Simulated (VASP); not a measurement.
A run of VASP 6.6.1:

The input INCAR:

```
SYSTEM = FeI2
  ALGO = Normal
  EDIFF = 1E-6
  ENCUT = 520
  GGA = PS
  ISIF = 2
  ISMEAR = -1
  ISPIN = 2
  LASPH = .TRUE.
  LCHARG = .FALSE.
  LMAXMIX = 4
  LORBIT = 11
  LREAL = .FALSE.
  LWAVE = .FALSE.
  MAGMOM = 3.18 0.21 0.21
  NBANDS = 22
  NELM = 150
  NUPDOWN = 3.6
  PREC = Accurate
  SIGMA = 0.05
```

Contents of KPOINTS:

```
k-points
0
G
  8 8 5
  0 0 0
```

File POSCAR:

```
FeI2
1.0
    4.0400000000      0.0000000000      0.0000000000
   -2.0200000000      3.4987426313      0.0000000000
    0.0000000000      0.0000000000      6.7500000000
Fe I
1 2
Direct
    0.0000000000      0.0000000000      0.0000000000
    0.3333333333      0.6666666667      0.2500000000
    0.6666666667      0.3333333333      0.7500000000
```

Potentials or basis: VASP PAW PBE potentials, release 64 (Fe, I).

Command:

```sh
$ cat potpaw_PBE.64/Fe/POTCAR potpaw_PBE.64/I/POTCAR > POTCAR
$ mpirun -np 1 vasp_std > vasp.out
```

Hardware: 1 thread of AMD EPYC 9R45 96-Core Processor (Zen 5) (shared host).

How long does it take, and how much memory?

It took 100 s on 1 thread of AMD EPYC 9R45 96-Core Processor (Zen 5) (shared host), peak memory 0.28 GiB. Counts: scf iterations 18, k points 40.
